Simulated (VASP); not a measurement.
# HfN in VASP: a series of runs, part 2 of 2

VASP 6.6.1.

### 5 Single point, PBE (z stretched by -3 %, then relaxed in part)

The input, INCAR:

```
SYSTEM = HfN
PREC = Accurate ; ENCUT = 520
EDIFF = 1E-7 ; ISMEAR = -1
SIGMA = 0.05 ; LREAL = .FALSE.
LASPH = .TRUE. ; NELM = 60
ALGO = Normal ; ISIF = 2
LWAVE = .FALSE. ; LCHARG = .FALSE.
GGA = PE ; NBANDS = 14
```

The input, KPOINTS:

```
regular mesh
0
G
  18 18 18
  0 0 0
```

The input, POSCAR:

```
HfN
1.0
    0.0000000000      2.2590000000      2.1912300000
    2.2590000000      0.0000000000      2.1912300000
    2.2590000000      2.2590000000      0.0000000000
Hf N
1 1
Direct
    0.0000000000      0.0000000000      0.0000000000
    0.5000000000      0.5000000000      0.5000000000
```

Potentials or basis: VASP PAW PBE potentials, release 64 (Hf_pv, N).

Launch:

```bash
> cat potpaw_PBE.64/Hf_pv/POTCAR potpaw_PBE.64/N/POTCAR > POTCAR
> mpirun -np 1 vasp_std > vasp.out
```

OUTCAR:

```text
SYSTEM = HfN
   PREC = Accurate
   ENCUT = 520
   EDIFF = 1E-7
   ISMEAR = -1
   LREAL = .FALSE.
   LASPH = .TRUE.
   NELM = 60
   ISIF = 2
   GGA = PE

 ion  position               nearest neighbor table
   1  0.000  0.000  0.000-   2 2.19   2 2.19   2 2.26   2 2.26   2 2.26   2 2.26
   2  0.500  0.500  0.500-   1 2.19   1 2.19   1 2.26   1 2.26   1 2.26   1 2.26

  LATTYP: Found a body centered tetragonal cell.
 ALAT       =     3.1947084374
 C/A-ratio  =     1.3717871555

  Lattice vectors:

 A1 = (   0.0000000000,  -2.2590000000,  -2.1912300000)
 A2 = (   0.0000000000,   2.2590000000,  -2.1912300000)
 A3 = (   2.2590000000,   0.0000000000,   2.1912300000)

Analysis of symmetry for initial positions (statically):
=====================================================================
 Subroutine PRICEL returns:
 Original cell was already a primitive cell.

 Routine SETGRP: Setting up the symmetry group for a
 body centered tetragonal supercell.

 Subroutine GETGRP returns: Found 16 space group operations
 (whereof 16 operations were pure point group operations)
 out of a pool of 16 trial point group operations.

The static configuration has the point symmetry D_4h.

Analysis of symmetry for dynamics (positions and initial velocities):
=====================================================================
 Subroutine PRICEL returns:
 Original cell was already a primitive cell.

 Routine SETGRP: Setting up the symmetry group for a
 body centered tetragonal supercell.

 Subroutine GETGRP returns: Found 16 space group operations
 (whereof 16 operations were pure point group operations)
 out of a pool of 16 trial point group operations.

The dynamic configuration has the point symmetry D_4h.

 Subroutine INISYM returns: Found 16 space group operations
 (whereof 16 operations are pure point group operations),
 and found     1 'primitive' translations

----------------------------------------------------------------------------------------
[... 121 lines left out ...]
   IVDW    =     0    specifies the selected vdW correction
   LEPSILON=     F    determine dielectric tensor
   LRPA    =     F    only Hartree local field effects (RPA)
 non-spin polarized calculation
  energy-cutoff  :      520.00
  volume of cell :       22.36
 maximum number of plane-waves:       620
   NGX = 11   NGY = 11   NGZ = 11

 number of electron      15.0000000 magnetization

 Free energy of the ion-electron system (eV)
  ---------------------------------------------------
  ext. energy  EPLUGINS =         0.00000000
  ---------------------------------------------------
  free energy    TOTEN  =       -21.69871598 eV

  energy without entropy =      -21.69414854  energy(sigma->0) =      -21.69643226

 E-fermi :   8.6571     XC(G=0): -12.8916

 val. band max:        8.6447887558   @ k =   0.4444   0.1667   0.0000
 cond. band min:       8.6604837177   @ k =  -0.3889   0.3333   0.1111
 fundamental gap:      0.0156949619
 Fermi energy:         8.6571141724

 k-point     1 :       0.0000    0.0000    0.0000
  band No.  band energies     occupation
      1     -22.3770      2.00000
      2     -22.3770      2.00000
      3     -22.3514      2.00000
      4      -9.0359      2.00000
      5       5.5382      2.00000
      6       5.5382      2.00000
      7       5.7127      2.00000
      8       8.1860      1.99984
      9       8.1860      1.99984
     10       8.5351      1.83980
     11      10.2451      0.00000
     12      10.4684      0.00000
     13      11.4692      0.00000
     14      18.3087      0.00000
[... 377 lines left out ...]
      1     -22.8966      2.00000
      2     -22.4313      2.00000
      3     -22.4202      2.00000
      4      -7.8021      2.00000
      5       2.1743      2.00000
      6       3.4090      2.00000
      7       3.9300      2.00000
      8       9.0476      0.00081
      9       9.5804      0.00000
     10      10.5966      0.00000
     11      13.4880      0.00000
     12      13.7926      0.00000
     13      14.2887      0.00000
     14      21.0193      0.00000

 [... further k-points ...]

------------------------ aborting loop because EDIFF is reached ----------------------------------------

  FORCE on cell =-STRESS in cart. coord.  units (eV):
  Direction    XX          YY          ZZ          XY          YZ          ZX
  --------------------------------------------------------------------------------------
  -------------------------------------------------------------------------------------
  Total        0.9613692      0.9613692      3.4803772      0.0000000     -0.0000000     -0.0000000
  in kB       68.8732178     68.8732178    249.3368547      0.0000000     -0.0000000     -0.0000000
  external PRESSURE =     129.0277634 kB  Pullay stress =       0.0000000 kB

 VOLUME and BASIS-vectors are now :
 -----------------------------------------------------------------------------
  energy-cutoff  :      520.00
  volume of cell :       22.36
      direct lattice vectors                 reciprocal lattice vectors
     0.000000000  2.259000000  2.191230000    -0.221336875  0.221336875  0.228182345
     2.259000000  0.000000000  2.191230000     0.221336875 -0.221336875  0.228182345
     2.259000000  2.259000000  0.000000000     0.221336875  0.221336875 -0.228182345

 POSITION                                       TOTAL-FORCE (eV/Angst)
 -----------------------------------------------------------------------------------
      0.00000      0.00000      0.00000        -0.000000     -0.000000      0.000000
      2.25900      2.25900      2.19123         0.000000      0.000000      0.000000
 -----------------------------------------------------------------------------------
    total drift:                                0.000000     -0.000000     -0.000000

  FREE ENERGIE OF THE ION-ELECTRON SYSTEM (eV)
  ---------------------------------------------------
  free  energy   TOTEN  =       -21.6987159793 eV

  energy  without entropy=      -21.6941485375  energy(sigma->0) =      -21.69643226
```

OSZICAR:

```text
N       E                     dE             d eps       ncg     rms          rms(c)
DAV:   1     0.389097842980E+02    0.38910E+02   -0.78219E+03 13464   0.101E+03
DAV:   2    -0.227389727262E+02   -0.61649E+02   -0.57720E+02 17622   0.238E+02
DAV:   3    -0.247009610732E+02   -0.19620E+01   -0.19544E+01 15780   0.349E+01
DAV:   4    -0.247078588396E+02   -0.68978E-02   -0.68960E-02 15926   0.241E+00
DAV:   5    -0.247078998961E+02   -0.41056E-04   -0.41056E-04 15664   0.159E-01    0.525E+01
DAV:   6    -0.217880465876E+02    0.29199E+01   -0.80814E+00 15126   0.224E+01    0.440E+01
DAV:   7    -0.217232120992E+02    0.64834E-01   -0.45284E-01 17040   0.600E+00    0.273E+01
DAV:   8    -0.217034590738E+02    0.19753E-01   -0.86854E-02 15954   0.258E+00    0.574E+00
DAV:   9    -0.216988572760E+02    0.46018E-02   -0.13368E-02 15516   0.926E-01    0.194E+00
DAV:  10    -0.216987430882E+02    0.11419E-03   -0.10246E-03 18006   0.312E-01    0.365E-01
DAV:  11    -0.216987175770E+02    0.25511E-04   -0.70431E-05 15378   0.843E-02    0.824E-02
DAV:  12    -0.216987163040E+02    0.12730E-05   -0.61975E-06 18216   0.213E-02    0.179E-02
DAV:  13    -0.216987160688E+02    0.23519E-06   -0.16887E-07 13178   0.415E-03    0.284E-03
DAV:  14    -0.216987159793E+02    0.89560E-07   -0.14187E-08 10458   0.109E-03
   1 F= -.21698716E+02 E0= -.21696432E+02  d E =-.456744E-02
```

stdout:

```text
POSCAR found type information on POSCAR HfN
 POSCAR found :  2 types and       2 ions
 scaLAPACK will be used
 LDA part: xc-table for (Slater+PW92), standard interpolation
 POSCAR, INCAR and KPOINTS ok, starting setup
 FFT: planning ... GRIDC
 FFT: planning ... GRID_SOFT
 FFT: planning ... GRID
 WAVECAR not read
 entering main loop
```

Run time: 40 s. Hardware: 1 thread of Intel Xeon 6975P-C (Granite Rapids), shared host; peak memory 0.27 GiB.

Results:

| Quantity | Value |
| --- | --- |
| Free energy | -21.6987 eV |
| Pressure | 12.9 GPa |

Stress tensor (GPa, compression positive):
```
 6.89  0.00  0.00
 0.00  6.89  0.00
 0.00  0.00 24.93
```

Levels at points of the mesh, in eV from the Fermi level:
```
           k point  band 6  band 7  band 8  band 9  band 10  band 11
(0.00, 0.00, 0.00)   -3.12   -2.94   -0.47   -0.47    -0.12     1.59
(0.50, 0.00, 0.00)   -6.36   -6.34    3.40    3.80     3.99     4.58
(0.50, 0.50, 0.00)   -4.00   -3.81   -3.81    4.28     5.77     5.77
(0.50, 0.00, 0.50)   -3.91   -3.74   -3.56    4.16     5.54     5.97
```

Caveat: the cell differs from its parent crystal (z stretched by -3 %, then relaxed in part); spin-orbit coupling is left out, which moves the levels of the heavy elements.

### 6 Single point, PBE (z stretched by -2 %, then relaxed in part)

The input, INCAR:

```
SYSTEM = HfN
PREC     = Accurate       ! precision mode
ENCUT    = 520            ! plane-wave cutoff, eV
EDIFF    = 1E-6           ! SCF threshold, eV
ISMEAR   = -1             ! smearing method
SIGMA    = 0.05           ! smearing width, eV
LREAL    = .FALSE.        ! projectors in reciprocal space
LASPH    = .TRUE.         ! aspherical terms in the spheres
NELM     = 100            ! most SCF steps
ALGO     = Normal         ! electronic algorithm
ISIF     = 2              ! what is computed and relaxed
LWAVE    = .FALSE.        ! write WAVECAR
LCHARG   = .FALSE.        ! write CHGCAR
GGA      = PE             ! functional
NBANDS   = 14             ! bands
```

The input, KPOINTS:

```
Automatic mesh
0
G
  18 18 18
  0 0 0
```

The input, POSCAR:

```
HfN
1.0
    0.0000000000      2.2590000000      2.2138200000
    2.2590000000      0.0000000000      2.2138200000
    2.2590000000      2.2590000000      0.0000000000
Hf N
1 1
Direct
    0.0000000000      0.0000000000      0.0000000000
    0.5000000000      0.5000000000      0.5000000000
```

Potentials or basis: VASP PAW PBE potentials, release 64 (Hf_pv, N).

Launch:

```bash
> cat potpaw_PBE.64/Hf_pv/POTCAR potpaw_PBE.64/N/POTCAR > POTCAR
> mpirun -np 1 vasp_std > vasp.out
```

Wall time 36 s (1 thread of Intel Xeon 6975P-C (Granite Rapids), shared host); peak memory 0.27 GiB.

It converged, with:

```yaml
Free_energy: -21.7287 eV
Pressure: 9.3 GPa
```

Stress tensor (GPa, compression positive):
```
 5.58  0.00  0.00
 0.00  5.58  0.00
 0.00  0.00 16.69
```

Levels at points of the mesh, in eV from the Fermi level:
```csv
k point,band 5,band 6,band 7,band 8,band 9,band 10,band 11,band 12
"(0.00, 0.00, 0.00)",-3.09,-3.09,-2.98,-0.43,-0.43,-0.20,1.69,1.87
"(0.50, 0.00, 0.00)",-9.00,-6.30,-6.28,3.37,3.76,3.89,4.53,8.84
"(0.50, 0.50, 0.00)",-5.26,-3.94,-3.77,-3.77,4.22,5.69,5.69,5.82
"(0.50, 0.00, 0.50)",-5.48,-3.88,-3.72,-3.61,4.16,5.54,5.82,5.89
```

Caveat: the cell differs from its parent crystal (z stretched by -2 %, then relaxed in part); spin-orbit coupling is left out, which moves the levels of the heavy elements.

### 7 Summary

```csv
cell,gap on the mesh (eV),pressure (GPa)
"a = 3.216 Å, angles 60.0°, 2 atoms",none,-2.3
"a = 3.237 Å, angles 60.0°, 2 atoms",none,-7.2
"a = 3.257 Å, angles 60.0°, 2 atoms",none,-11.5
"a = 3.147, b = 3.147, c = 3.195 Å, angles 59.5, 59.5, 61.0°, 2 atoms",none,12.9
"a = 3.163, b = 3.163, c = 3.195 Å, angles 59.7, 59.7, 60.7°, 2 atoms",none,9.3
```

Alike in all rows: task single point; level PBE; potentials or basis VASP PAW PBE potentials, release 64 (Hf_pv, N); no spin polarisation; k mesh 18 × 18 × 18; cutoff (eV) 520; smearing fermi-dirac 0.05 eV.

Caveats: spin-orbit coupling is left out, which moves the levels of the heavy elements.

Total energies depend on the potentials used, so only differences within one code and one set of settings carry meaning.
